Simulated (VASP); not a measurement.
Write the native input for VASP 6.6.1 that does the following.

```yaml
Task: single point
Functional: LDA
Potentials_or_basis: VASP PAW LDA potentials, release 64 (B, As)
Cutoff: 520 eV
k_mesh: 6 × 6 × 6
Occupations: fermi-dirac, width 0.01 eV
Spin: no spin polarisation
Dipole_correction: no
Further_INCAR_settings: ALGO = Normal; EDIFF = 1e-06; NBANDS = 11
```

The structure of BAs lies in POSCAR:

```
BAs
1.0
    0.0000000000      2.4096270000      2.4096270000
    2.4096270000      0.0000000000      2.4096270000
    2.4096270000      2.4096270000      0.0000000000
B As
1 1
Direct
    0.7500000000      0.7500000000      0.7500000000
    0.0000000000      0.0000000000      0.0000000000
```

One way to write it, as run:

INCAR

```
SYSTEM = BAs
PREC = Accurate ; ENCUT = 520
EDIFF = 1E-6 ; ISMEAR = -1
SIGMA = 0.01 ; LREAL = .FALSE.
LASPH = .TRUE. ; NELM = 80
ALGO = Normal ; ISIF = 2
LWAVE = .FALSE. ; LCHARG = .FALSE.
GGA = CA ; NBANDS = 11
```

KPOINTS

```
regular mesh
0
G
  6 6 6
  0 0 0
```

Potentials or basis: VASP PAW LDA potentials, release 64 (B, As).

Run with:

```bash
$ cat potpaw_LDA.64/B/POTCAR potpaw_LDA.64/As/POTCAR > POTCAR
$ mpirun -np 1 vasp_std > vasp.out
```

It gave:

```yaml
Pressure: -6.4 GPa
Band_gap_on_the_k_mesh: 1.24 eV, indirect (least direct gap 3.21 eV)
```

It took 8.1 s on 1 thread of AMD EPYC 7R43 64-Core Processor (Zen 3), on a shared host, peak memory 0.1 GiB.
